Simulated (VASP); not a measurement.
CdS (zincblende type), 2 atoms in the cell. The structure is cubic, space group F-43m (No. 216). The conventional cell has a = 4.772 Å, b = 4.772 Å, c = 4.772 Å, α = 90.00°, β = 90.00°, γ = 90.00°. Within 2.7 Å of Cd (site symmetry -43m) lie 4 S at 2.07 Å. S (site symmetry -43m) has 4 Cd at 2.07 Å within 2.7 Å.  This cell differs from its parent crystal: volume scaled by 0.55.

```yaml
Program: VASP 6.6.1
Task: single point
Functional: PBEsol
Potentials_or_basis: VASP PAW PBE potentials, release 64 (Cd, S)
Cutoff: 520 eV
k_mesh: 11 × 11 × 11
Occupations: fermi-dirac, width 0.1 eV
Spin: no spin polarisation
Dipole_correction: no
Further_INCAR_settings: ALGO = Normal; EDIFF = 1e-07; NBANDS = 16
```

Potentials or basis: VASP PAW PBE potentials, release 64 (Cd, S).

Launch:

```sh
$ cat potpaw_PBE.64/Cd/POTCAR potpaw_PBE.64/S/POTCAR > POTCAR
$ mpirun -np 1 vasp_std > vasp.out
```

Hardware: 1 thread of Intel(R) Xeon(R) 6975P-C (Granite Rapids), on a shared host.

Question: How long does it take, and how much memory?

Answer: Run time: 14 s on 1 thread of Intel(R) Xeon(R) 6975P-C (Granite Rapids) (shared host), peak memory 0.17 GiB. Counts: scf iterations 13, k points 56.
